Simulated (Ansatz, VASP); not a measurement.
## One calculation of Rb, two programs

The input INCAR:

```
SYSTEM = Rb
  PREC = Accurate
  ENCUT = 520
  EDIFF = 1E-6
  ISMEAR = 0
  SIGMA = 0.1
  LREAL = .FALSE.
  LASPH = .TRUE.
  NELM = 80
  ALGO = Normal
  ISIF = 2
  LWAVE = .FALSE.
  LCHARG = .TRUE.
  GGA = PE
  LELF = .TRUE.
  LVHAR = .TRUE.
  NBANDS = 10
```

Contents of KPOINTS:

```
regular mesh
0
G
  10 10 10
  0 0 0
```

The input POSCAR:

```
Rb
1.0
   -2.7771375581      2.7771375581      2.7771375581
    2.7771375581     -2.7771375581      2.7771375581
    2.7771375581      2.7771375581     -2.7771375581
Rb
1
Direct
    0.0000000000      0.0000000000      0.0000000000
```

Input for Ansatz:

```yaml
crystal:
  lattice:
    - [-2.7771375581, 2.7771375581, 2.7771375581]
    - [2.7771375581, -2.7771375581, 2.7771375581]
    - [2.7771375581, 2.7771375581, -2.7771375581]
  atoms:
    - { symbol: Rb, position: [0.0, 0.0, 0.0] }
basis:
  ecutwfc: 420
kpoints:
  mp_grid: { grid: [10, 10, 10] }
hamiltonian:
  xc: pbe
scf:
  occupations: { method: gaussian, width: 0.1 }
output:
  forces: true
  stress: true
  eigenvalues: true
```

Alike in both runs: task single point; functional PBE; k mesh 10 × 10 × 10; occupations gaussian, width 0.1 eV; no spin polarisation.

|  | VASP | Ansatz |
| --- | --- | --- |
| version | VASP 6.6.1 | Ansatz 0.2.0 |
| potentials or method | VASP PAW PBE potentials, release 64 (Rb_sv), cutoff 520 eV | scalar-relativistic, plane waves, PAW |
| valence electrons in the cell | 9 | 9 |

```csv
,VASP,Ansatz,Ansatz less VASP
gap on the k mesh at the Fermi level (eV),none,none,-
pressure (GPa),0.2,0.2,0.00
```

A gap of «none» marks a metal or a gap that the smearing closes. With one functional, cell and mesh, what is left measures potentials, basis and numerics.
